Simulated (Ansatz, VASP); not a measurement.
# ZnSe: VASP beside Ansatz

```
Zn Se
1.0
     4.16700    0.00000    0.00000
     0.00000    4.16700    0.00000
     0.00000    0.00000    4.86520
Zn Se
2 2
Cartesian
  0.0000 0.0000 0.0000
  2.0835 2.0835 0.0000
  0.0000 2.0835 1.3047
  2.0835 0.0000 3.5605
```

Alike in both runs: task single point; functional PBEsol; k mesh 8 × 8 × 6; occupations gaussian, width 0.05 eV; no spin polarisation.

|  | VASP | Ansatz |
| --- | --- | --- |
| version | VASP 6.6.1 | Ansatz 0.2.0 |
| potentials or method | VASP PAW PBE potentials, release 64 (Zn, Se), cutoff 520 eV | scalar-relativistic, plane waves, PAW |
| valence electrons in the cell | 36 | 56 |

Ansatz gave:

| Property | Result |
| --- | --- |
| gap on the k mesh at the Fermi level (eV) | 0.65 |
| least direct gap on the mesh (eV) | 0.65 |
| pressure (GPa) | 3.0 |
| traceless stress, the component that is largest in VASP (GPa) | 1.79 |
| rms of the force components (eV/Å) | 0.371 |

What did VASP give for the same quantities?

gap on the k mesh at the Fermi level (eV): 0.63; least direct gap on the mesh (eV): 0.63; pressure (GPa): 3.3; traceless stress, the component that is largest in VASP (GPa): 1.75; rms of the force components (eV/Å): 0.394.

VASP's potentials were made for PBE, not for PBEsol, and Ansatz warns of the same on its side. Atom by atom the forces differ by 0.023 eV/Å (rms over components). VASP's potentials hold 36 valence electrons a cell and Ansatz's 56, so a difference there can come from the potentials and not from the codes.
